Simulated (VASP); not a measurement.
# TaN (ref) (P-62m) in VASP: single point with r2SCAN

Aim: the single point of TaN (ref) with r2SCAN.

Program: VASP 6.6.1. These are calculated values, not measurements. Logs are shortened: lines on timing, memory, paths and dates and some standing lists are left out, and cuts for length are marked.

## Step 1: The cell of the first run

It takes space group P-62m (No. 189, hexagonal). Conventional cell: a = 5.208 Å, b = 5.208 Å, c = 2.915 Å, α = 90.00°, β = 90.00°, γ = 120.00°. Ta (site symmetry -62m) has 3 N at 2.04 Å within 2.7 Å. Within 2.9 Å of Ta (site symmetry -6) lie 6 N at 2.17 Å. Within 2.7 Å of N (site symmetry m2m) lie 5 Ta at 2.04 to 2.17 Å.

## Step 2: Single point, r2SCAN

POSCAR reads:

```
TaN
1.0
    5.2084955000      0.0000000000      0.0000000000
   -2.6042477500      4.5106894200      0.0000000000
    0.0000000000      0.0000000000      2.9147477500
Ta N
3 3
Direct
    0.0000000000      0.0000000000      0.0000000000
    0.3333333300      0.6666666700      0.5000000000
    0.6666666700      0.3333333300      0.5000000000
    0.3923921700      0.0000000000      0.0000000000
    0.6076078300      0.6076078300      0.0000000000
    0.0000000000      0.3923921700      0.0000000000
```

INCAR.step1 reads:

```
  PREC = Accurate
  ENCUT = 520
  ISMEAR = 0
  SIGMA = 0.1
  LREAL = False
  LASPH = True
  NELM = 60
  NBANDS = 33
  GGA = PE
  ALGO = Normal
  EDIFF = 1E-4
  LWAVE = True
  LCHARG = False
```

INCAR.step2 reads:

```
  PREC = Accurate
  ENCUT = 520
  EDIFF = 1E-7
  ISMEAR = 0
  SIGMA = 0.1
  LREAL = False
  LASPH = True
  NELM = 60
  ALGO = Normal
  ISIF = 2
  LWAVE = False
  LCHARG = True
  METAGGA = R2SCAN
  LMIXTAU = True
  LELF = True
  LVHAR = True
  NBANDS = 33
  ISTART = 1
```

KPOINTS reads:

```
Automatic mesh
0
Gamma
  6 6 6
```

Potentials or basis: VASP PAW PBE potentials, release 64 (Ta_pv, N).

The run is started by

```bash
$ cat potpaw_PBE.64/Ta_pv/POTCAR potpaw_PBE.64/N/POTCAR > POTCAR
$ cp INCAR.step1 INCAR
$ mpirun -np 1 vasp_std > vasp.out
$ cp INCAR.step2 INCAR
$ mpirun -np 1 vasp_std > vasp.out
```

OUTCAR:

```text
PREC = Accurate
   ENCUT = 520
   EDIFF = 1E-7
   ISMEAR = 0
   LREAL = False
   LASPH = True
   NELM = 60
   ISIF = 2
   METAGGA = R2SCAN
   ISTART = 1

 ion  position               nearest neighbor table
   1  0.000  0.000  0.000-   4 2.04   5 2.04   6 2.04   3 3.34   2 3.34   2 3.34   3 3.34   3 3.34
                             3 3.34   2 3.34   2 3.34   3 3.34   3 3.34   2 3.34   2 3.34
   2  0.333  0.667  0.500-   4 2.17   4 2.17   6 2.17   6 2.17   5 2.17   5 2.17   3 3.01   3 3.01
                             3 3.01   1 3.34   1 3.34   1 3.34   1 3.34   1 3.34   1 3.34
   3  0.667  0.333  0.500-   6 2.17   6 2.17   4 2.17   4 2.17   5 2.17   5 2.17   2 3.01   2 3.01
                             2 3.01   1 3.34   1 3.34   1 3.34   1 3.34   1 3.34   1 3.34
   4  0.392  0.000  0.000-   1 2.04   2 2.17   2 2.17   3 2.17   3 2.17
   5  0.608  0.608  0.000-   1 2.04   2 2.17   2 2.17   3 2.17   3 2.17
   6  0.000  0.392  0.000-   1 2.04   3 2.17   3 2.17   2 2.17   2 2.17

  LATTYP: Found a hexagonal cell.
 ALAT       =     5.2084955000
 C/A-ratio  =     0.5596141439

  Lattice vectors:

 A1 = (   5.2084955000,   0.0000000000,   0.0000000000)
 A2 = (  -2.6042477500,   4.5106894200,   0.0000000000)
 A3 = (   0.0000000000,   0.0000000000,   2.9147477500)

Analysis of symmetry for initial positions (statically):
=====================================================================
 Subroutine PRICEL returns:
 Original cell was already a primitive cell.

 Routine SETGRP: Setting up the symmetry group for a
 hexagonal supercell.

 Subroutine GETGRP returns: Found 12 space group operations
 (whereof 12 operations were pure point group operations)
 out of a pool of 24 trial point group operations.

The static configuration has the point symmetry D_3h.

Analysis of symmetry for dynamics (positions and initial velocities):
=====================================================================
 Subroutine PRICEL returns:
 Original cell was already a primitive cell.

 Routine SETGRP: Setting up the symmetry group for a
 hexagonal supercell.

 Subroutine GETGRP returns: Found 12 space group operations
 (whereof 12 operations were pure point group operations)
 out of a pool of 24 trial point group operations.

The dynamic configuration has the point symmetry D_3h.

 Subroutine INISYM returns: Found 12 space group operations
 (whereof 12 operations are pure point group operations),
 and found     1 'primitive' translations

----------------------------------------------------------------------------------------

                                     Primitive cell

  volume of cell :      68.4788

  direct lattice vectors                    reciprocal lattice vectors
     5.208495500  0.000000000  0.000000000     0.191994022  0.110847800  0.000000000
    -2.604247750  4.510689420  0.000000000     0.000000000  0.221695601  0.000000000
     0.000000000  0.000000000  2.914747750     0.000000000  0.000000000  0.343082862

  length of vectors
     5.208495500  5.208495501  2.914747750     0.221695601  0.221695601  0.343082862

  position of ions in fractional coordinates (direct lattice)
     0.000000000  0.000000000  0.000000000
     0.333333330  0.666666670  0.500000000
     0.666666670  0.333333330  0.500000000
     0.392392170  0.000000000  0.000000000
     0.607607830  0.607607830  0.000000000
     0.000000000  0.392392170  0.000000000

  ion indices of the primitive-cell ions
   primitive index   ion index
                 1           1
                 2           2
                 3           3
                 4           4
                 5           5
                 6           6

----------------------------------------------------------------------------------------

 KPOINTS: Automatic mesh

Automatic generation of k-mesh.
 Grid dimensions read from file:
 generate k-points for:    6    6    6

 Generating k-lattice:

  Cartesian coordinates                     Fractional coordinates (reciprocal lattice)
     0.031999004  0.018474633  0.000000000     0.166666667  0.000000000  0.000000000
     0.000000000  0.036949267  0.000000000     0.000000000  0.166666667  0.000000000
     0.000000000  0.000000000  0.057180477     0.000000000  0.000000000  0.166666667

  Length of vectors
     0.036949267  0.036949267  0.057180477

  Shift w.r.t. Gamma in fractional coordinates (k-lattice)
     0.000000000  0.000000000  0.000000000

 Subroutine IBZKPT returns following result:
 ===========================================

 Found     28 irreducible k-points:

 Following reciprocal coordinates:
            Coordinates               Weight
  0.000000  0.000000  0.000000      1.000000
  0.166667  0.000000  0.000000      6.000000
  0.333333  0.000000  0.000000      6.000000
  0.500000  0.000000  0.000000      3.000000
  0.166667  0.166667  0.000000      6.000000
  0.333333  0.166667  0.000000     12.000000
[... 16 lines left out ...]
  0.166667  0.000000  0.500000      6.000000
  0.333333  0.000000  0.500000      6.000000
 [... further k-points ...]
   k-points           NKPTS =     28   k-points in BZ     NKDIM =     28   number of bands    NBANDS=     33
   number of dos      NEDOS =    301   number of ions     NIONS =      6
   total plane-waves  NPLWV =  38400
   dimension x,y,z NGX =    40 NGY =   40 NGZ =   24
   dimension x,y,z NGXF=    80 NGYF=   80 NGZF=   48
   ions per type =               3   3
   NGX,Y,Z   is equivalent  to a cutoff of  12.77, 12.77, 13.69 a.u.
   NGXF,Y,Z  is equivalent  to a cutoff of  25.53, 25.53, 27.38 a.u.
 SYSTEM =  unknown system
   PREC   = accura    normal or accurate (medium, high low for compatibility)
   ISTART =      1    job   : 0-new  1-cont  2-samecut
   ICHARG =      0    charge: 1-file 2-atom 10-const
   ISPIN  =      1    spin polarized calculation?
   LNONCOLLINEAR =      F non collinear calculations
   LSORBIT =      F    spin-orbit coupling
   LASPH  =      T    aspherical Exc in radial PAW
   ENCUT  =  520.0 eV  38.22 Ry    6.18 a.u.   9.68  9.68  5.42*2*pi/ulx,y,z
   NELM   =     60;   NELMIN=  2; NELMDL=  0     # of ELM steps
   EDIFF  = 0.1E-06   stopping-criterion for ELM
   LREAL  =      F    real-space projection
   EDIFFG = 0.1E-05   stopping-criterion for IOM
   NSW    =      0    number of steps for IOM
   IBRION =     -1    ionic relax: 0-MD 1-quasi-New 2-CG
   NFREE  =      0    steps in history (QN), initial steepest desc. (CG)
   ISIF   =      2    stress and relaxation
   ISYM   =      2    0-nonsym 1-usesym 2-fastsym
   POTIM  = 0.5000    time-step for ionic-motion
   TEBEG  =    0.0;   TEEND  =   0.0 temperature during run
   PSTRESS=    0.0 pullay stress
   NELECT =      48.0000    total number of electrons
   NUPDOWN=      -1.0000    fix difference up-down
   EMIN   =  10.00;   EMAX   =-10.00  energy-range for DOS
   EFERMI =   0.00;   METHOD = LEGACY
   ISMEAR =     0;   SIGMA  =   0.10  broadening in eV -4-tet -1-fermi 0-gaus
   EFERMI_NEDOS =   21; number of points for ismear=-14 and -15
   IALGO  =     38    algorithm
   IMIX   =      4    mixing-type and parameters
     AMIX     =   0.40;   BMIX     =  1.00
     AMIX_MAG =   1.60;   BMIX_MAG =  1.00
  volume/ion in A,a.u.               =      11.41        77.02
  Fermi-wavevector in a.u.,A,eV,Ry     =   1.454241  2.748118 28.773847  2.114818
  Thomas-Fermi vector in A             =   2.571415
   LORBIT       =      0    0 simple, 1 ext, 2 COOP (PROOUT), +10 PAW based schemes
   METAGGA = R2SCAN    functional components
   LHFCALC =     F    Hartree Fock is set to
   AEXX    =    0.0000 exact exchange contribution
   IVDW    =     0    specifies the selected vdW correction
   LEPSILON=     F    determine dielectric tensor
   LRPA    =     F    only Hartree local field effects (RPA)
 non-spin polarized calculation
 Gauss-broadening in eV      SIGMA  =   0.10
  energy-cutoff  :      520.00
  volume of cell :       68.48
 maximum number of plane-waves:      1860
 NGX is ok and might be reduce to    40
   NGX = 19   NGY = 19   NGZ = 11

 number of electron      48.0000002 magnetization

 Free energy of the ion-electron system (eV)
  ---------------------------------------------------
  ext. energy  EPLUGINS =         0.00000000
  ---------------------------------------------------
  free energy    TOTEN  =      -181.30301312 eV

  energy without entropy =     -181.29960043  energy(sigma->0) =     -181.30130677

 E-fermi :   8.1656     XC(G=0): -13.9493

 val. band max:        8.1636115353   @ k =   0.1667   0.0000   0.3333
 cond. band min:       8.3710415976   @ k =   0.1667   0.0000   0.0000
 fundamental gap:      0.2074300623
 Fermi energy:         8.1655872478

 k-point     1 :       0.0000    0.0000    0.0000
  band No.  band energies     occupation
      1     -29.3364      2.00000
      2     -29.3364      2.00000
      3     -28.9731      2.00000
      4     -28.9731      2.00000
      5     -28.7933      2.00000
      6     -28.6847      2.00000
[... 25 lines left out ...]
     32      11.6013      0.00000
     33      11.6013      0.00000

 k-point     2 :       0.1667    0.0000    0.0000
  band No.  band energies     occupation
      1     -29.3582      2.00000
      2     -29.3282      2.00000
      3     -28.9587      2.00000
      4     -28.9454      2.00000
      5     -28.7865      2.00000
      6     -28.6910      2.00000
[... 25 lines left out ...]
     32      11.6112      0.00000
     33      11.8129      0.00000

 k-point     3 :       0.3333    0.0000    0.0000
  band No.  band energies     occupation
      1     -29.3955      2.00000
      2     -29.2818      2.00000
      3     -28.9833      2.00000
      4     -28.8959      2.00000
      5     -28.7692      2.00000
      6     -28.7073      2.00000
[... 25 lines left out ...]
     32      12.2923      0.00000
     33      12.3726      0.00000

 k-point     4 :       0.5000    0.0000    0.0000
  band No.  band energies     occupation
      1     -29.4118      2.00000
      2     -29.2278      2.00000
      3     -29.0412      2.00000
      4     -28.8729      2.00000
      5     -28.7554      2.00000
      6     -28.7205      2.00000
[... 673 lines left out ...]
     32      12.0773      0.00000
     33      12.5811      0.00000

 k-point    23 :       0.1667    0.0000    0.5000
  band No.  band energies     occupation
      1     -29.6419      2.00000
      2     -29.4599      2.00000
      3     -29.1905      2.00000
      4     -29.1653      2.00000
      5     -28.8357      2.00000
      6     -28.7977      2.00000
[... 25 lines left out ...]
     32      12.6652      0.00000
     33      12.7214      0.00000

 k-point    24 :       0.3333    0.0000    0.5000
  band No.  band energies     occupation
      1     -29.6230      2.00000
      2     -29.4922      2.00000
      3     -29.2050      2.00000
      4     -29.1299      2.00000
      5     -28.8843      2.00000
      6     -28.7825      2.00000
[... 25 lines left out ...]
     32      13.3432      0.00000
     33      13.6721      0.00000

 [... further k-points ...]
[... 5 lines left out ...]
  --------------------------------------------------------------------------------------
  -------------------------------------------------------------------------------------
  Total        0.1547054      0.1547054     -0.4294167      0.0000000      0.0000000      0.0000000
  in kB        3.6195938      3.6195938    -10.0469292      0.0000000      0.0000000      0.0000000
  external PRESSURE =      -0.9359139 kB  Pullay stress =       0.0000000 kB

 VOLUME and BASIS-vectors are now :
 -----------------------------------------------------------------------------
  energy-cutoff  :      520.00
  volume of cell :       68.48
      direct lattice vectors                 reciprocal lattice vectors
     5.208495500  0.000000000  0.000000000     0.191994022  0.110847800  0.000000000
    -2.604247750  4.510689420  0.000000000     0.000000000  0.221695601  0.000000000
     0.000000000  0.000000000  2.914747750     0.000000000  0.000000000  0.343082862

 POSITION                                       TOTAL-FORCE (eV/Angst)
 -----------------------------------------------------------------------------------
      0.00000      0.00000      0.00000         0.000000     -0.000000     -0.000000
     -0.00000      3.00713      1.45737         0.000000     -0.000000     -0.000000
      2.60425      1.50356      1.45737         0.000000     -0.000000     -0.000000
      2.04377      0.00000      0.00000        -0.008793     -0.000000      0.000000
      1.58236      2.74073      0.00000         0.004397      0.007615     -0.000000
     -1.02189      1.76996      0.00000         0.004397     -0.007615     -0.000000
 -----------------------------------------------------------------------------------
    total drift:                                0.000003      0.000004      0.000000

  FREE ENERGIE OF THE ION-ELECTRON SYSTEM (eV)
  ---------------------------------------------------
  free  energy   TOTEN  =      -181.3030131234 eV

  energy  without entropy=     -181.2996004255  energy(sigma->0) =     -181.30130677
```

Run time: 7.3 min. Hardware: 1 thread of AMD EPYC 7R43 (Zen 3), shared host; peak memory 0.19 GiB.

Results:

| Item | Value |
| --- | --- |
| Free energy | -181.3030 eV |
| Pressure | -0.1 GPa |
| Largest force | 0.009 eV/Å |
| Band gap on the k mesh | zero (band 24 reaches 10.25 eV, above the bottom of band 25 at 7.31 eV) |

Forces in eV/Å, atoms in the order of the input:
```
Ta   0.000  0.000  0.000
Ta   0.000  0.000  0.000
Ta   0.000  0.000  0.000
N   -0.009  0.000  0.000
N    0.004  0.008  0.000
N    0.004 -0.008  0.000
```

Stress tensor (GPa, compression positive):
```
 0.36  0.00  0.00
 0.00  0.36  0.00
 0.00  0.00 -1.00
```

Levels at points of the mesh, in eV from the Fermi level:
| k point | band 21 | band 22 | band 23 | band 24 | band 25 | band 26 | band 27 | band 28 |
| --- | --- | --- | --- | --- | --- | --- | --- | --- |
| (0.00, 0.00, 0.00) | -4.48 | -3.46 | -1.88 | -0.86 | -0.86 | 0.83 | 0.83 | 1.99 |
| (0.50, 0.00, 0.00) | -4.06 | -4.04 | -2.86 | -2.61 | 1.42 | 2.04 | 2.16 | 2.69 |
| (0.00, 0.00, 0.50) | -4.51 | -2.89 | -2.89 | 2.08 | 2.09 | 2.09 | 2.51 | 2.51 |
| (0.50, 0.00, 0.50) | -4.17 | -3.27 | -2.01 | -0.87 | 0.65 | 1.67 | 3.47 | 3.58 |

Caveat: the PAW data sets were made with another functional, which shifts forces and pressure a little; spin-orbit coupling is left out, which moves the levels of the heavy elements.
